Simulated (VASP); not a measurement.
## BAs (rocksalt type): single point with PBE

The system is BAs (rocksalt type).

```
B As
1.0
     0.00000    2.30711    2.30711
     2.30711    0.00000    2.30711
     2.30711    2.30711    0.00000
B As
1 1
Direct
  0.00000 0.00000 0.00000
  0.50000 0.50000 0.50000
```

- Program: VASP 6.6.1
- Task: single point
- Functional: PBE
- Potentials or basis: VASP PAW PBE potentials, release 64 (B, As)
- Cutoff: 520 eV
- k mesh: 16 × 16 × 16
- Occupations: fermi-dirac, width 0.1 eV
- Spin: no spin polarisation
- Dipole correction: no
- Further INCAR settings: ALGO = Normal; EDIFF = 1e-07; NBANDS = 11

```
Pressure               : 0.3 GPa
Band gap on the k mesh : zero (band 4 reaches 8.84 eV, above the bottom of band 5 at 3.88 eV)
```

Levels at points of the mesh, in eV from the Fermi level:
| k point | band 1 | band 2 | band 3 | band 4 | band 5 | band 6 | band 7 | band 8 |
| --- | --- | --- | --- | --- | --- | --- | --- | --- |
| (0.00, 0.00, 0.00) | -15.89 | -0.01 | -0.01 | -0.01 | 3.45 | 7.67 | 7.67 | 7.67 |
| (0.50, 0.00, 0.00) | -12.14 | -9.68 | 1.08 | 1.08 | 1.34 | 1.34 | 4.13 | 5.45 |
| (0.50, 0.50, 0.00) | -10.71 | -7.86 | -3.71 | -3.71 | -3.38 | 3.71 | 10.57 | 10.57 |

Wall time 56 s on 1 thread of AMD EPYC 7R13, on a shared host, peak memory 0.14 GiB.
